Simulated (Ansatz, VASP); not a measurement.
# Two plane-wave programs on Ti

```
Ti
1.0
    -1.58525    1.62589    1.62589
     1.58525   -1.62589    1.62589
     1.58525    1.62589   -1.62589
Ti
1
Cartesian
  0.0000 0.0000 0.0000
```

Change from the starting cell: strain -0.0250 x Voigt [1, 0, 0, 0, 0, 0], atoms carried along.

Alike in both runs: task single point; functional r2SCAN; k mesh 26 × 26 × 26; occupations gaussian, width 0.15 eV; no spin polarisation.

|  | VASP | Ansatz |
| --- | --- | --- |
| version | VASP 6.6.1 | Ansatz 0.2.0 |
| potentials or method | VASP PAW PBE potentials, release 64 (Ti_sv), cutoff 520 eV | scalar-relativistic, plane waves, PAW |
| valence electrons in the cell | 12 | 12 |

Ansatz gave:

| Property | Result |
| --- | --- |
| gap on the k mesh at the Fermi level (eV) | none |
| pressure (GPa) | 3.1 |
| traceless stress, the component that is largest in VASP (GPa) | -0.68 |

**Question.** Which values does VASP return?

**Answer.** gap on the k mesh at the Fermi level (eV): none; pressure (GPa): 3.5; traceless stress, the component that is largest in VASP (GPa): -0.69.

VASP's potentials were made for PBE, not for r2SCAN. A gap of «none» marks a metal or a gap that the smearing closes. The functional is the same, so the differences come from potentials, cutoffs and numerics.
